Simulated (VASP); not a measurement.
Set up this calculation in VASP 6.6.1, as the native input.

```yaml
Task: single point
Functional: LDA
Potentials_or_basis: VASP PAW LDA potentials, release 64 (W_sv)
Cutoff: 520 eV
k_mesh: 22 × 22 × 22
Occupations: gaussian, width 0.15 eV
Spin: no spin polarisation
Dipole_correction: no
Further_INCAR_settings: ALGO = Fast; EDIFF = 1e-06; NBANDS = 13
```

The structure of W lies in POSCAR:

```
W
1.0
    0.0000000000      1.9630779584      2.0667284746
    1.9630779584      0.0000000000      2.0667284746
    1.9630779584      1.9630779584      0.0000000000
W
1
Direct
    0.0000000000      0.0000000000      0.0000000000
```

These files were run (other wordings do the same):

INCAR

```
SYSTEM = W
ALGO = Fast
EDIFF = 1E-6
ENCUT = 520
GGA = CA
ISIF = 2
ISMEAR = 0
LASPH = .True.
LCHARG = .False.
LREAL = .False.
LWAVE = .False.
NBANDS = 13
NELM = 60
PREC = Accurate
SIGMA = 0.15
```

KPOINTS

```
k-points
0
Gamma
  22 22 22
  0 0 0
```

Potentials or basis: VASP PAW LDA potentials, release 64 (W_sv).

The run is started by

```sh
$ cat potpaw_LDA.64/W_sv/POTCAR > POTCAR
$ mpirun -np 1 vasp_std > vasp.out
```

It gave:

```yaml
Pressure: -3.1 GPa
Band_gap_on_the_k_mesh: zero (bands 7 and 8 overlap by 4.17 eV)
```

Caveat: the cell stands under tension; spin-orbit coupling is left out, which moves the levels of the heavy elements.

Run time: 110 s on 1 thread of AMD EPYC 9R45 96-Core Processor (Zen 5), on a shared host, peak memory 0.24 GiB.
